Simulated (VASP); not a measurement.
A run of VASP 6.6.1 is set up as follows.

File INCAR:

```
SYSTEM = NaHF2
ALGO     = Normal         ! electronic algorithm
EDIFF    = 1E-8           ! SCF threshold, eV
ENCUT    = 520            ! plane-wave cutoff, eV
GGA      = CA             ! functional
ISIF     = 2              ! what is computed and relaxed
ISMEAR   = -1             ! smearing method
LASPH    = .True.         ! aspherical terms in the spheres
LCHARG   = .False.        ! write CHGCAR
LEFG     = .True.       
LREAL    = .False.        ! projectors in reciprocal space
LWAVE    = .False.        ! write WAVECAR
NBANDS   = 19             ! bands
NELM     = 100            ! most SCF steps
PREC     = Accurate       ! precision mode
SIGMA    = 0.02           ! smearing width, eV
```

KPOINTS

```
k-points
0
Gamma
  10 10 10
  0 0 0
```

File POSCAR:

```
NaHF2
1.0
    1.7341876022      1.0012336790      4.6542823426
   -1.7341876022      1.0012336790      4.6542823426
    0.0000000000     -2.0024673580      4.6542823426
Na H F
1 1 2
Direct
    0.0000000000      0.0000000000      0.0000000000
    0.5000000000      0.5000000000      0.5000000000
    0.4100000000      0.4100000000      0.4100000000
    0.5900000000      0.5900000000      0.5900000000
```

Potentials or basis: VASP PAW LDA potentials, release 64 (Na_pv, H, F).

Launch:

```console
$ cat potpaw_LDA.64/Na_pv/POTCAR potpaw_LDA.64/H/POTCAR potpaw_LDA.64/F/POTCAR > POTCAR
$ mpirun -np 1 vasp_std > vasp.out
```

Task: What does it give for the pressure?

Result: -7.4 GPa.

Task: Predict the largest force.

Result: 2.148 eV/Å.

Task: What does it give for the band gap on the k mesh?

Result: 6.29 eV (least direct gap 6.59 eV).

Forces in eV/Å, atoms in the order of the input:
```
Na   0.000  0.000  0.000
H    0.000  0.000  0.000
F    0.000  0.000  2.148
F    0.000  0.000 -2.148
```

Caveat: the cell stands under tension; without QUAD_EFG the Cq values of the log hold for a quadrupole moment of 1 mb, not for the nuclei; forces of over 1 eV/Å act on the atoms, so gaps and moduli don't describe the material at rest. A k mesh can miss the band edges.
